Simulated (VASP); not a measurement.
Runs of VASP 6.6.1 on Ge. It takes space group Fd-3m (No. 227, cubic). The conventional cell has a = 5.623 Å, b = 5.623 Å, c = 5.623 Å, α = 90.00°, β = 90.00°, γ = 90.00°. Within 3.2 Å of Ge (site symmetry -43m) lie 4 Ge at 2.43 Å. 

```csv
cell,gap on the mesh (eV),pressure (GPa)
"relaxed to 2 GPa from a = 3.976 Å, angles 60.0°, 2 atoms",(a),2.0
"relaxed to 7 GPa from a = 3.976 Å, angles 60.0°, 2 atoms",0.35,7.0
"relaxed to 4 GPa from a = 3.976 Å, angles 60.0°, 2 atoms",0.28,4.0
"relaxed to 10 GPa from a = 3.976 Å, angles 60.0°, 2 atoms",0.30,10.0
```

Alike in all rows: level LDA; potentials or basis VASP PAW LDA potentials, release 64 (Ge_d); no spin polarisation; k mesh 14 × 14 × 14; cutoff (eV) 600; smearing fermi-dirac 0.1 eV.

Q: Estimate the missing entries.

A: (a) 0.20.

Caveats: the cell is relaxed towards a set pressure, so the run minimises the enthalpy, not the energy.

A k mesh can miss the band edges, and the runs leave out spin-orbit coupling on Ge.
